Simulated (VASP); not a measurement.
A run of VASP 6.6.1 is set up as follows.

The input INCAR:

```
PREC = Accurate
ENCUT = 600
EDIFF = 1E-6
ISMEAR = 0
SIGMA = 0.05
LREAL = False
LASPH = True
NELM = 150
ALGO = Normal
ISIF = 8
LWAVE = False
LCHARG = False
ISPIN = 2
MAGMOM = 0 0
LORBIT = 11
LMAXMIX = 4
GGA = PE
IBRION = 2
NSW = 60
EDIFFG = -0.01
```

Contents of KPOINTS:

```
regular mesh
0
Gamma
  8 8 8
```

Contents of POSCAR:

```
Ta
1.0
    3.3000000000      0.0000000000      0.0000000000
    0.0000000000      3.3000000000      0.0000000000
    0.0000000000      0.0000000000      3.3000000000
Ta
2
Direct
    0.0000000000      0.0000000000      0.0000000000
    0.5000000000      0.5000000000      0.5000000000
```

Potentials or basis: VASP PAW PBE potentials, release 64 (Ta_pv).

The run is started by

```sh
$ cat potpaw_PBE.64/Ta_pv/POTCAR > POTCAR
$ mpirun -np 1 vasp_std > vasp.out
```

Task: What does it give for the relaxed volume?

Result: 18.32 Å³/atom.

Task: Predict the band gap on the k mesh.

Result: Zero (filled and empty bands overlap).

Task: What does it give for the relaxed cell?

Result: a = 3.321 Å, b = 3.321 Å, c = 3.321 Å, α = 90.00°, β = 90.00°, γ = 90.00°.

Task: Estimate the space group after relaxing (to 0.05 Å).

Result: Im-3m (No. 229).

Final structure:
```
CELL_PARAMETERS angstrom
3.32136 0.00000 0.00000
0.00000 3.32136 0.00000
0.00000 0.00000 3.32136
ATOMIC_POSITIONS crystal
Ta 0.00000 0.00000 0.00000
Ta 0.50000 0.50000 0.50000
```

Caveat: spin-orbit coupling is left out, which moves the levels of the heavy elements.
